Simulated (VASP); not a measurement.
# BiB (NiAs type) (P6_3/mmc) in VASP: a series of runs

Runs on BiB (NiAs type). Level: PBE. Tasks: relaxation of cell and atoms, single point.

All numbers are computed with VASP 6.6.1; they aren't measurements. Logs are shortened: lines on timing, memory, paths and dates and some standing lists are left out, and cuts for length are marked.

**1. The cell of the first run**

It takes space group P6_3/mmc (No. 194, hexagonal). Conventional cell: a = 2.985 Å, b = 2.985 Å, c = 4.627 Å, α = 90.00°, β = 90.00°, γ = 120.00°. Within 2.7 Å of B (site symmetry -3m) lie 6 Bi at 2.08 Å and 2 B at 2.31 Å. Within 2.7 Å of Bi (site symmetry -6m2) lie 6 B at 2.08 Å.

**2. Relaxation of cell and atoms, PBE, target pressure 290 GPa, at which the enthalpy is minimised**

The input, INCAR:

```
SYSTEM = BiB
PREC = Accurate ; ENCUT = 600
EDIFF = 1E-6 ; ISMEAR = -1
SIGMA = 0.1 ; LREAL = .False.
LASPH = .True. ; NELM = 60
ALGO = Normal ; ISIF = 3
LWAVE = .False. ; LCHARG = .False.
GGA = PE ; IBRION = 2
NSW = 60 ; EDIFFG = -0.005
PSTRESS = 2900.0
```

The input, KPOINTS:

```
regular mesh
0
Gamma
  13 13 8
  0 0 0
```

The input, POSCAR:

```
BiB
1.0
    2.9854169763      0.0000000000      0.0000000000
   -1.4927084881      2.5854469423      0.0000000000
    0.0000000000      0.0000000000      4.6273963132
B Bi
2 2
Direct
    0.0000000000      0.0000000000      0.0000000000
    0.0000000000      0.0000000000      0.5000000000
    0.3333333333      0.6666666667      0.2500000000
    0.6666666667      0.3333333333      0.7500000000
```

Potentials or basis: VASP PAW PBE potentials, release 64 (B, Bi_d).

Started as:

```
cat potpaw_PBE.64/B/POTCAR potpaw_PBE.64/Bi_d/POTCAR > POTCAR
mpirun -np 1 vasp_std > vasp.out
```

OUTCAR:

```text
SYSTEM = BiB
   PREC = Accurate
   ENCUT = 600
   EDIFF = 1E-6
   ISMEAR = -1
   LREAL = .False.
   LASPH = .True.
   NELM = 60
   ISIF = 3
   GGA = PE
   IBRION = 2
   NSW = 60
   EDIFFG = -0.005
   PSTRESS = 2900.0

 ion  position               nearest neighbor table
   1  0.000  0.000  0.000-   3 2.08   4 2.08   3 2.08   4 2.08   4 2.08   3 2.08
   2  0.000  0.000  0.500-   3 2.08   4 2.08   3 2.08   4 2.08   4 2.08   3 2.08
   3  0.333  0.667  0.250-   1 2.08   2 2.08   1 2.08   2 2.08   1 2.08   2 2.08   4 2.89   4 2.89
                             4 2.89   4 2.89   4 2.89   4 2.89
   4  0.667  0.333  0.750-   1 2.08   2 2.08   1 2.08   2 2.08   1 2.08   2 2.08   3 2.89   3 2.89
                             3 2.89   3 2.89   3 2.89   3 2.89

  LATTYP: Found a hexagonal cell.
 ALAT       =     2.9854169763
 C/A-ratio  =     1.5500000000

  Lattice vectors:

 A1 = (   2.9854169763,   0.0000000000,   0.0000000000)
 A2 = (  -1.4927084881,   2.5854469423,   0.0000000000)
 A3 = (   0.0000000000,   0.0000000000,   4.6273963132)

Analysis of symmetry for initial positions (statically):
=====================================================================
 Subroutine PRICEL returns:
 Original cell was already a primitive cell.

 Routine SETGRP: Setting up the symmetry group for a
 hexagonal supercell.

 Subroutine GETGRP returns: Found 24 space group operations
 (whereof 12 operations were pure point group operations)
 out of a pool of 24 trial point group operations.

The static configuration has the point symmetry D_3d.
 The point group associated with its full space group is D_6h.

Analysis of symmetry for dynamics (positions and initial velocities):
=====================================================================
 Subroutine PRICEL returns:
 Original cell was already a primitive cell.

 Routine SETGRP: Setting up the symmetry group for a
 hexagonal supercell.

 Subroutine GETGRP returns: Found 24 space group operations
 (whereof 12 operations were pure point group operations)
 out of a pool of 24 trial point group operations.

The dynamic configuration has the point symmetry D_3d.
 The point group associated with its full space group is D_6h.

 Subroutine INISYM returns: Found 24 space group operations
 (whereof 12 operations are pure point group operations),
 and found     1 'primitive' translations

[... 107 lines left out ...]
   TEBEG  =    0.0;   TEEND  =   0.0 temperature during run
   PSTRESS= 2900.0 pullay stress
   NELECT =      36.0000    total number of electrons
   NUPDOWN=      -1.0000    fix difference up-down
   EMIN   =  10.00;   EMAX   =-10.00  energy-range for DOS
   EFERMI =   0.00;   METHOD = LEGACY
   ISMEAR =    -1;   SIGMA  =   0.10  broadening in eV -4-tet -1-fermi 0-gaus
   EFERMI_NEDOS =   21; number of points for ismear=-14 and -15
   IALGO  =     38    algorithm
   IMIX   =      4    mixing-type and parameters
     AMIX     =   0.40;   BMIX     =  1.00
     AMIX_MAG =   1.60;   BMIX_MAG =  1.00
  volume/ion in A,a.u.               =       8.93        60.26
  Fermi-wavevector in a.u.,A,eV,Ry     =   1.641408  3.101811 36.657093  2.694220
  Thomas-Fermi vector in A             =   2.731883
   LORBIT       =      0    0 simple, 1 ext, 2 COOP (PROOUT), +10 PAW based schemes
   GGA     = PE    functional components
   LHFCALC =     F    Hartree Fock is set to
   AEXX    =    0.0000 exact exchange contribution
   IVDW    =     0    specifies the selected vdW correction
   LEPSILON=     F    determine dielectric tensor
   LRPA    =     F    only Hartree local field effects (RPA)
 conjugate gradient relaxation of ions
 non-spin polarized calculation
  energy-cutoff  :      600.00
  volume of cell :       35.72
 maximum number of plane-waves:      1205
 NGX is ok and might be reduce to    24
   NGX = 11   NGY = 11   NGZ = 19

--------------------------------------- Ionic step        1  -------------------------------------------

 number of electron      36.0000002 magnetization

 Free energy of the ion-electron system (eV)
  ---------------------------------------------------
  ext. energy  EPLUGINS =         0.00000000
  ---------------------------------------------------
  free energy    TOTEN  =         3.13626319 eV

  energy without entropy =        3.15150856  energy(sigma->0) =        3.14388587

------------------------ aborting loop because EDIFF is reached ----------------------------------------

  FORCE on cell =-STRESS in cart. coord.  units (eV):
  Direction    XX          YY          ZZ          XY          YZ          ZX
  --------------------------------------------------------------------------------------
  -------------------------------------------------------------------------------------
  Total       62.0862959     62.0862959     76.9829276      0.0000000      0.0000000     -0.0000000
  in kB     2785.0244274   2785.0244273   3453.2473044      0.0000001      0.0000000     -0.0000000
  external PRESSURE =     107.7653864 kB  Pullay stress =    2900.0000000 kB
[... 103 lines left out ...]
  energy  without entropy=       -0.2606508189  energy(sigma->0) =       -0.27340606

  enthalpy is  TOTEN    =        67.2680786210 eV   P V=       67.5542399239

[... ionic steps 4 to 9 ...]

--------------------------------------- Ionic step       10  -------------------------------------------

 number of electron      36.0000012 magnetization

------------------------ aborting loop because EDIFF is reached ----------------------------------------
[... 75 lines left out ...]
--------------------------------------- Ionic step       12  -------------------------------------------

 number of electron      36.0000012 magnetization

 Free energy of the ion-electron system (eV)
  ---------------------------------------------------
  ext. energy  EPLUGINS =         0.00000000
  ---------------------------------------------------
  free energy    TOTEN  =         2.10308786 eV

  energy without entropy =        2.13591941  energy(sigma->0) =        2.11950363

 E-fermi :  20.9589     XC(G=0): -14.7328

 val. band max:       20.9573325882   @ k =   0.1538   0.1538   0.1250
 cond. band min:      20.9934365532   @ k =   0.4615   0.0000   0.3750
 fundamental gap:      0.0361039649
 Fermi energy:        20.9589411429

 k-point     1 :       0.0000    0.0000    0.0000
  band No.  band energies     occupation
      1      -4.6203      2.00000
      2      -4.3743      2.00000
      3      -4.3743      2.00000
      4      -4.3659      2.00000
      5      -4.2234      2.00000
      6      -4.2234      2.00000
[... 589 lines left out ...]
     21      26.0478      0.00000
     22      27.6783      0.00000

 [... further k-points ...]
[... 5 lines left out ...]
  --------------------------------------------------------------------------------------
  -------------------------------------------------------------------------------------
  Total       64.9058537     64.9058536     64.9303156      0.0000000      0.0000000     -0.0000000
  in kB     2899.4028079   2899.4028069   2900.4955461      0.0000004      0.0000000     -0.0000000
  external PRESSURE =      -0.2329464 kB  Pullay stress =    2900.0000000 kB
[... 23 lines left out ...]
  energy  without entropy=        2.1359194086  energy(sigma->0) =        2.11950363

  enthalpy is  TOTEN    =        67.0223102339 eV   P V=       64.9192223782

 reached required accuracy - stopping structural energy minimisation
```

OSZICAR:

```text
N       E                     dE             d eps       ncg     rms          rms(c)
DAV:   1     0.407993741117E+03    0.40799E+03   -0.21666E+04  4660   0.277E+03
DAV:   2     0.329292334964E+02   -0.37506E+03   -0.36918E+03  4746   0.585E+02
DAV:   3    -0.487352020626E+00   -0.33417E+02   -0.32726E+02  5610   0.178E+02
[... 93 lines left out ...]
       N       E                     dE             d eps       ncg     rms          rms(c)
DAV:   1     0.210305602449E+01    0.14844E-01   -0.10932E-03  5680   0.531E-01    0.301E-02
DAV:   2     0.210308140519E+01    0.25381E-04   -0.72410E-05  6390   0.160E-01    0.153E-02
DAV:   3     0.210308860824E+01    0.72030E-05   -0.23854E-05  6642   0.963E-02    0.318E-03
DAV:   4     0.210308785573E+01   -0.75251E-06   -0.30806E-06  3978   0.247E-02
  12 F= 0.67022310E+02 E0= 0.67038726E+02  d E =-.371828E-05
```

CONTCAR:

```text
BiB
   1.00000000000000
     2.8602023585601843    0.0000000001531734   -0.0000000000000000
    -1.4301011790995375    2.4770079019927476    0.0000000000000000
    -0.0000000000000000    0.0000000000000000    5.0624615891809883
  B               Bi
     2     2
Direct
     0.0000000000000000    0.0000000000000000    1.0000000000000000
     0.0000000000000000    0.0000000000000000    0.5000000000000000
     0.3333333332999970    0.6666666667000030    0.2500000000000000
     0.6666666667000030    0.3333333332999970    0.7500000000000000

  0.00000000E+00  0.00000000E+00  0.00000000E+00
  0.00000000E+00  0.00000000E+00  0.00000000E+00
  0.00000000E+00  0.00000000E+00  0.00000000E+00
  0.00000000E+00  0.00000000E+00  0.00000000E+00
```

Run time: 7.9 min. Hardware: 1 thread of Intel Xeon Platinum 8175M at 2.50GHz (Skylake/Cascade Lake), shared host; peak memory 0.23 GiB.

What came out:

```yaml
Free_energy: 2.1031 eV
Relaxed_volume: 8.97 Å³/atom
Relaxed_cell: a = 2.860 Å, b = 2.860 Å, c = 5.062 Å, α = 90.00°, β = 90.00°, γ = 120.00°
Space_group_after_relaxing_to_0.05_Å: P6_3/mmc (No. 194)
Energy_change_on_relaxing_the_enthalpy_is_what_falls: -258.3 meV/atom
Ionic_steps: 12
Pressure_after_relaxing: 290.0 GPa
Band_gap_on_the_k_mesh: zero (band 18 reaches 21.99 eV, above the bottom of band 19 at 16.65 eV)
```

The path:
```csv
step,energy change (eV),largest force (eV/Å),pressure (GPa),volume (Å³)
1,0.0000,0.0000,300.78,35.72
2,-5.2438,0.0000,224.93,38.53
3,-3.4224,0.0000,251.80,37.32
4,-0.6485,0.0000,296.32,35.70
5,-1.7171,0.0000,279.56,36.26
6,-0.8963,0.0000,292.18,35.79
7,-0.9785,0.0000,290.92,35.84
8,-0.9938,0.0000,290.72,35.84
9,-1.0356,0.0000,290.01,35.87
10,-1.0470,0.0000,289.84,35.87
11,-1.0481,0.0000,289.80,35.87
12,-1.0332,0.0000,289.98,35.87
```

Final structure:
```
B Bi
1.0
     2.86020    0.00000    0.00000
    -1.43010    2.47701    0.00000
     0.00000    0.00000    5.06246
B Bi
2 2
Direct
  0.00000 0.00000 0.00000
  0.00000 0.00000 0.50000
  0.33333 0.66667 0.25000
  0.66667 0.33333 0.75000
```

Caveat: the cell is relaxed towards a set pressure, so the enthalpy falls and the energy may rise; spin-orbit coupling is left out, which moves the levels of the heavy elements.

**3. Single point, PBE**

This run uses another cell than the first one, of 8.97 Å³/atom, 1.005 times its volume.

The input, INCAR:

```
SYSTEM = BiB
PREC = Accurate ; ENCUT = 520
EDIFF = 1E-6 ; ISMEAR = -1
SIGMA = 0.1 ; LREAL = .False.
LASPH = .True. ; NELM = 100
ALGO = Normal ; ISIF = 2
LWAVE = .False. ; LCHARG = .True.
GGA = PE ; LELF = .True.
LVHAR = .True. ; NBANDS = 26
```

The input, KPOINTS:

```
Automatic mesh
0
Gamma
  13 13 8
  0 0 0
```

The input, POSCAR:

```
BiB
1.0
    2.8600537513      0.0000000000      0.0000000000
   -1.4300268756      2.4768792048      0.0000000000
    0.0000000000      0.0000000000      5.0666278952
B Bi
2 2
Direct
    0.0000000000      0.0000000000      0.0000000000
    0.0000000000      0.0000000000      0.5000000000
    0.3333333333      0.6666666667      0.2500000000
    0.6666666667      0.3333333333      0.7500000000
```

Potentials or basis: VASP PAW PBE potentials, release 64 (B, Bi_d).

Started as:

```
cat potpaw_PBE.64/B/POTCAR potpaw_PBE.64/Bi_d/POTCAR > POTCAR
mpirun -np 1 vasp_std > vasp.out
```

Run time: 34 s. Hardware: 1 thread of Intel Xeon 6975P-C (Granite Rapids), shared host; peak memory 0.21 GiB.

It converged, with:

```
Free energy            : 2.0586 eV
Pressure               : 289.2 GPa
Band gap on the k mesh : zero (band 18 reaches 21.97 eV, above the bottom of band 19 at 16.63 eV)
```

Stress tensor (GPa, compression positive):
```
289.30   0.00   0.00
  0.00 289.30   0.00
  0.00   0.00 289.03
```

Levels at points of the mesh, in eV from the Fermi level:
```csv
k point,band 16,band 17,band 18,band 19,band 20,band 21
"(0.00, 0.00, 0.00)",-0.33,0.64,0.64,3.44,3.88,4.48
"(0.00, 0.00, 0.50)",-0.20,-0.20,-0.20,3.54,3.54,7.80
```

Caveat: spin-orbit coupling is left out, which moves the levels of the heavy elements.

**4. Single point, PBE**

This run uses another cell than the first one, of 8.97 Å³/atom, 1.005 times its volume.

The input, INCAR:

```
  ALGO = Normal
  EDIFF = 1E-7
  ENCUT = 520
  GGA = PE
  ISIF = 2
  ISMEAR = -1
  LASPH = True
  LCHARG = True
  LELF = True
  LREAL = False
  LVHAR = True
  LWAVE = False
  NBANDS = 26
  NELM = 80
  PREC = Accurate
  SIGMA = 0.1
```

The input, KPOINTS:

```
k-points
0
Gamma
  13 13 8
```

POSCAR is that of step 3.

Started as:

```
cat potpaw_PBE.64/B/POTCAR potpaw_PBE.64/Bi_d/POTCAR > POTCAR
mpirun -np 1 vasp_std > vasp.out
```

Run time: 34 s. Hardware: 1 thread of Intel Xeon 6975P-C (Granite Rapids), shared host; peak memory 0.22 GiB.

It converged, with:

```
Free energy            : 2.0586 eV
Pressure               : 289.2 GPa
Band gap on the k mesh : zero (band 18 reaches 21.97 eV, above the bottom of band 19 at 16.63 eV)
```

Stress tensor (GPa, compression positive):
```
289.31   0.00   0.00
  0.00 289.31   0.00
  0.00   0.00 289.04
```

Levels at points of the mesh, in eV from the Fermi level:
```tsv
k point	band 14	band 15	band 16	band 17	band 18	band 19	band 20	band 21	band 22	band 23
(0.00, 0.00, 0.00)	-2.37	-0.33	-0.33	0.64	0.64	3.44	3.88	4.48	4.48	8.08
(0.00, 0.00, 0.50)	-8.09	-0.20	-0.20	-0.20	-0.20	3.54	3.54	7.80	7.80	7.80
```

Caveat: spin-orbit coupling is left out, which moves the levels of the heavy elements.

**5. Relaxation of cell and atoms, PBE, target pressure 290 GPa, at which the enthalpy is minimised**

The input, INCAR:

```
PREC = Accurate
ENCUT = 600
EDIFF = 1E-6
ISMEAR = -1
SIGMA = 0.1
LREAL = F
LASPH = T
NELM = 60
ALGO = Normal
ISIF = 3
LWAVE = F
LCHARG = F
GGA = PE
IBRION = 2
NSW = 60
EDIFFG = -0.005
PSTRESS = 2900.0
```

The input, KPOINTS:

```
regular mesh
0
Gamma
  11 11 7
```

The input, POSCAR:

```
BiB
1.0
    2.9854169763      0.0000000000      0.0000000000
   -1.4927084881      2.5854469423      0.0000000000
    0.0000000000      0.0000000000      4.6273963132
Bi B
2 2
Direct
    0.0000000000      0.0000000000      0.0000000000
    0.0000000000      0.0000000000      0.5000000000
    0.3333333333      0.6666666667      0.2500000000
    0.6666666667      0.3333333333      0.7500000000
```

Potentials or basis: VASP PAW PBE potentials, release 64 (Bi_d, B).

Started as:

```
cat potpaw_PBE.64/Bi_d/POTCAR potpaw_PBE.64/B/POTCAR > POTCAR
mpirun -np 1 vasp_std > vasp.out
```

Wall time 3.6 min (1 thread of Intel Xeon 6975P-C (Granite Rapids), shared host); peak memory 0.2 GiB.

It converged, with:

| Item | Value |
| --- | --- |
| Free energy | 2.4850 eV |
| Relaxed volume | 9.11 Å³/atom |
| Relaxed cell | a = 2.799 Å, b = 2.799 Å, c = 5.369 Å, α = 90.00°, β = 90.00°, γ = 120.00° |
| Space group after relaxing (to 0.05 Å) | P6_3/mmc (No. 194) |
| Energy change on relaxing (the enthalpy is what falls) | -1346.0 meV/atom |
| Ionic steps | 17 |
| Pressure after relaxing | 290.0 GPa |
| Band gap on the k mesh | zero (band 18 reaches 22.91 eV, above the bottom of band 19 at 17.23 eV) |

The path:
```
step  energy change (eV)  largest force (eV/Å)  pressure (GPa)  volume (Å³)
   1              0.0000                0.0000          342.63        35.72
   2            -11.5934                0.0000          142.54        46.32
   3            -11.2056                0.0000          200.03        40.31
   4             -9.8545                0.0000          221.35        39.28
   5             -8.8458                0.0000          235.49        38.69
   6             28.8225                0.0000          833.96        26.55
   7             -6.0969                0.0000          278.72        36.85
   8             -5.3205                0.0000          290.80        36.40
   9             -5.0110                0.0000          295.75        36.23
  10             -5.9085                0.0000          281.20        36.74
  11             -5.3983                0.0000          289.74        36.43
  12             -5.3909                0.0000          289.84        36.43
  13             -5.3837                0.0000          289.95        36.43
  14             -5.3618                0.0000          290.33        36.41
  15             -5.3742                0.0000          290.17        36.42
  16             -5.3780                0.0000          290.10        36.42
  17             -5.3840                0.0000          290.02        36.43
```

Final structure:
```yaml
crystal:
  lattice:
    - [2.79887, 0.00000, 0.00000]
    - [-1.39944, 2.42389, 0.00000]
    - [0.00000, 0.00000, 5.36923]
  atoms:
    - { symbol: Bi, position: [0.00000, 0.00000, 0.00000] }
    - { symbol: Bi, position: [0.00000, 0.00000, 0.50000] }
    - { symbol: B, position: [0.33333, 0.66667, 0.25000] }
    - { symbol: B, position: [0.66667, 0.33333, 0.75000] }
```

Levels at points of the mesh, in eV from the Fermi level:
```
           k point  band 15  band 16  band 17  band 18  band 19  band 20  band 21  band 22
(0.00, 0.00, 0.00)    -0.59    -0.59     2.34     2.34     4.20     5.17     6.55     6.55
```

Caveat: the cell is relaxed towards a set pressure, so the enthalpy falls and the energy may rise; spin-orbit coupling is left out, which moves the levels of the heavy elements.

**6. The runs side by side**

```csv
task,potentials or basis,cell,k mesh,cutoff (eV),gap on the mesh (eV),pressure (GPa)
relaxation of cell and atoms,"VASP PAW PBE potentials, release 64 (B, Bi_d)","relaxed to 290 GPa from a = 2.985, b = 2.985, c = 4.627 Å, angles 90.0, 90.0, 120.0°, 4 atoms",13 × 13 × 8,600,none,290.0
single point,"VASP PAW PBE potentials, release 64 (B, Bi_d)","a = 2.860, b = 2.860, c = 5.067 Å, angles 90.0, 90.0, 120.0°, 4 atoms",13 × 13 × 8,520,none,289.2
relaxation of cell and atoms,"VASP PAW PBE potentials, release 64 (Bi_d, B)","relaxed to 290 GPa from a = 2.985, b = 2.985, c = 4.627 Å, angles 90.0, 90.0, 120.0°, 4 atoms",11 × 11 × 7,600,none,290.0
```

Alike in all rows: level PBE; no spin polarisation; smearing fermi-dirac 0.1 eV.

Caveats: spin-orbit coupling is left out, which moves the levels of the heavy elements; the cell is relaxed towards a set pressure, so the enthalpy falls and the energy may rise (some runs).

Total energies depend on the potentials used, so only differences within one code and one set of settings carry meaning.
